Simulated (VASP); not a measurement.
# SnO2: single point with r2SCAN

Crystal: SnO2.

```xyz
6
Lattice="4.8387 0.0000 0.0000 0.0000 4.8387 0.0000 0.0000 0.0000 3.2217" Properties=species:S:1:pos:R:3 pbc="T T T"
Sn    0.0000    0.0000    0.0000
Sn    2.4194    2.4194    1.6109
O     1.4846    1.4846    0.0000
O     3.9039    0.9348    1.6109
O     0.9348    3.9039    1.6109
O     3.3541    3.3541    0.0000
```

| Item | Value |
| --- | --- |
| Program | VASP 6.6.1 |
| Task | single point |
| Functional | r2SCAN |
| Potentials or basis | VASP PAW PBE potentials, release 64 (Sn_d, O) |
| Cutoff | 520 eV |
| k mesh | 6 × 6 × 10 |
| Occupations | gaussian, width 0.05 eV |
| Spin | no spin polarisation |

```
Pressure               : -6.2 GPa
Largest force          : 0.034 eV/Å
Band gap on the k mesh : 1.38 eV
```

Forces in eV/Å, atoms in the order of the input:
```
Sn   0.000  0.000  0.000
Sn   0.000  0.000  0.000
O   -0.024 -0.024  0.000
O   -0.024  0.024  0.000
O    0.024 -0.024  0.000
O    0.024  0.024  0.000
```

Stress tensor (GPa, compression positive):
```
-6.43  0.00  0.00
 0.00 -6.43  0.00
 0.00  0.00 -5.89
```

Levels at points of the mesh, in eV from the valence-band top:
```tsv
k point	band 23	band 24	band 25	band 26	band 27	band 28	band 29	band 30
(0.00, 0.00, 0.00)	-1.21	-0.75	-0.75	0.00	1.38	6.49	6.90	6.90
(0.50, 0.00, 0.00)	-1.16	-1.16	-0.61	-0.61	4.58	4.58	7.62	7.62
(0.50, 0.50, 0.00)	-1.28	-1.28	-0.90	-0.90	5.01	5.01	7.95	7.95
(0.00, 0.00, 0.50)	-1.56	-1.56	-1.21	-1.21	6.42	6.42	10.21	10.21
(0.50, 0.00, 0.50)	-1.05	-1.05	-0.73	-0.73	6.67	6.67	8.46	8.46
(0.50, 0.50, 0.50)	-0.94	-0.94	-0.82	-0.82	5.15	5.15	9.40	9.40
```

Wall time 6.7 min on 1 thread of Intel(R) Xeon(R) Platinum 8259CL CPU @ 2.50GHz (Skylake/Cascade Lake), with other jobs on the host, peak memory 0.26 GiB.

Caveat: the cell stands under tension; the PAW data sets were made with another functional, which shifts forces and pressure a little; spin-orbit coupling is left out, which moves the levels of the heavy elements.
